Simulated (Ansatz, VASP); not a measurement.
## Ti: VASP beside Ansatz

```
CELL_PARAMETERS angstrom
4.57954 0.00000 0.00000
-2.28977 3.96599 0.00000
0.00000 0.00000 2.83217
ATOMIC_POSITIONS crystal
Ti 0.00000 0.00000 0.00000
Ti 0.33333 0.66667 0.50000
Ti 0.66667 0.33333 0.50000
```

Alike in both runs: task single point; functional PBE; k mesh 12 × 12 × 18; occupations gaussian, width 0.1 eV; no spin polarisation.

|  | VASP | Ansatz |
| --- | --- | --- |
| version | VASP 6.6.1 | Ansatz 0.2.0 |
| potentials or method | VASP PAW PBE potentials, release 64 (Ti_sv), cutoff 520 eV | scalar-relativistic, plane waves, PAW |
| valence electrons in the cell | 36 | 36 |

Ansatz gave:

| Item | Value |
| --- | --- |
| gap on the k mesh at the Fermi level (eV) | none |
| pressure (GPa) | 0.0 |

Question: Estimate VASP's values.

Answer: gap on the k mesh at the Fermi level (eV): none; pressure (GPa): -0.4.

A gap of «none» marks a metal or a gap that the smearing closes.
